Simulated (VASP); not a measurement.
A run of VASP 6.6.1 is set up as follows.

Contents of POSCAR:

```
Zr
1.0
    3.2785438380      0.0000000000      0.0000000000
   -1.6392719190      2.8393022511      0.0000000000
    0.0000000000      0.0000000000      5.2012028687
Zr
2
Direct
    0.3333333333      0.6666666667      0.2500000000
    0.6666666667      0.3333333333      0.7500000000
```

The input INCAR.step1:

```
SYSTEM = Zr
PREC = Accurate
ENCUT = 520
ISMEAR = 0
SIGMA = 0.1
LREAL = .False.
LASPH = .True.
NELM = 100
NBANDS = 19
GGA = PE
ALGO = Normal
EDIFF = 1E-4
LWAVE = .True.
LCHARG = .False.
```

File INCAR.step2:

```
SYSTEM = Zr
PREC = Accurate
ENCUT = 520
EDIFF = 1E-7
ISMEAR = 0
SIGMA = 0.1
LREAL = .False.
LASPH = .True.
NELM = 100
ALGO = Normal
ISIF = 2
LWAVE = .False.
LCHARG = .False.
METAGGA = R2SCAN
LMIXTAU = .True.
NBANDS = 19
ISTART = 1
```

The input KPOINTS:

```
Automatic mesh
0
Gamma
  18 18 8
  0 0 0
```

Potentials or basis: VASP PAW PBE potentials, release 64 (Zr_sv).

Command:

```sh
$ cat potpaw_PBE.64/Zr_sv/POTCAR > POTCAR
$ cp INCAR.step1 INCAR
$ mpirun -np 1 vasp_std > vasp.out
$ cp INCAR.step2 INCAR
$ mpirun -np 1 vasp_std > vasp.out
```

(1) What does it give for the pressure?

(2) Estimate the band gap on the k mesh.

## Answers

(1) -2.7 GPa.

(2) zero (band 12 reaches 9.57 eV, above the bottom of band 13 at 8.31 eV).

Caveat: the PAW data sets were made with another functional, which shifts forces and pressure a little.
